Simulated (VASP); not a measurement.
Pd, 1 atom in the cell. The structure is cubic, space group Im-3m (No. 229). Conventional cell: a = 3.145 Å, b = 3.145 Å, c = 3.145 Å, α = 90.00°, β = 90.00°, γ = 90.00°. Within 3.6 Å of Pd (site symmetry m-3m) lie 14 Pd at 2.72 to 3.14 Å. 

```yaml
Program: VASP 6.6.1
Task: relaxation of cell and atoms
Functional: LDA
Potentials_or_basis: VASP PAW LDA potentials, release 64 (Pd)
Cutoff: 600 eV
k_mesh: 12 × 12 × 12
Occupations: fermi-dirac, width 0.05 eV
Spin: no spin polarisation
Dipole_correction: no
Further_INCAR_settings: ALGO = Fast; EDIFF = 1e-07; IBRION = 2; EDIFFG = -0.01; NSW = 60; ISIF = 3
```

Potentials or basis: VASP PAW LDA potentials, release 64 (Pd).

Launch:

```console
$ cat potpaw_LDA.64/Pd/POTCAR > POTCAR
$ mpirun -np 1 vasp_std > vasp.out
```

Hardware: 1 thread of Intel(R) Xeon(R) Platinum 8488C (Sapphire Rapids) (shared host).

Estimate the wall time of this run.

Wall time 24 s on 1 thread of Intel(R) Xeon(R) Platinum 8488C (Sapphire Rapids), on a shared host, peak memory 0.15 GiB. Counts: scf iterations 54, k points 72, ion steps 7.
